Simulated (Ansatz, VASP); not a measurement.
## One calculation of Cu, two programs

INCAR

```
SYSTEM = Cu
PREC = Accurate
ENCUT = 520
EDIFF = 1E-6
ISMEAR = 0
SIGMA = 0.1
LREAL = .False.
LASPH = .True.
NELM = 60
ALGO = Normal
ISIF = 2
LWAVE = .False.
LCHARG = .True.
GGA = PE
LELF = .True.
LVHAR = .True.
NBANDS = 18
```

The input KPOINTS:

```
Automatic mesh
0
Gamma
  6 6 4
  0 0 0
```

The input POSCAR:

```
Cu
1.0
    2.5340966698      0.0000000000      0.0000000000
   -1.2670483349      2.1945920917      0.0000000000
    0.0000000000      0.0000000000      4.1125710000
Cu
2
Direct
    0.3333333300      0.6666666700      0.2500000000
    0.6666666700      0.3333333300      0.7500000000
```

Input for Ansatz:

```yaml
crystal:
  lattice:
    - [2.5340966698, 0.0, 0.0]
    - [-1.2670483349, 2.1945920917, 0.0]
    - [0.0, 0.0, 4.112571]
  atoms:
    - { symbol: Cu, position: [0.33333333, 0.66666667, 0.25] }
    - { symbol: Cu, position: [0.66666667, 0.33333333, 0.75] }
basis:
  ecutwfc: 420
kpoints:
  mp_grid: { grid: [6, 6, 4] }
hamiltonian:
  xc: pbe
scf:
  occupations: { method: gaussian, width: 0.1 }
output:
  forces: true
  stress: true
  eigenvalues: true
```

Alike in both runs: task single point; functional PBE; k mesh 6 × 6 × 4; occupations gaussian, width 0.1 eV; no spin polarisation.

```csv
,VASP,Ansatz
version,VASP 6.6.1,Ansatz 0.2.0
potentials or method,"VASP PAW PBE potentials, release 64 (Cu), cutoff 520 eV","scalar-relativistic, plane waves, PAW"
valence electrons in the cell,22,38
```

Ansatz gave:

| Property | Result |
| --- | --- |
| gap on the k mesh at the Fermi level (eV) | none |
| pressure (GPa) | 7.6 |
| traceless stress, the component that is largest in VASP (GPa) | -1.17 |

**Question.** Which values does VASP return?

**Answer.** gap on the k mesh at the Fermi level (eV): none; pressure (GPa): 8.1; traceless stress, the component that is largest in VASP (GPa): -1.20.

A gap of «none» marks a metal or a gap that the smearing closes. With one functional, cell and mesh, what is left measures potentials, basis and numerics. VASP's potentials hold 22 valence electrons a cell and Ansatz's 38, so a difference there can come from the potentials and not from the codes.

The k mesh is coarse, so the values compare programs but aren't converged.
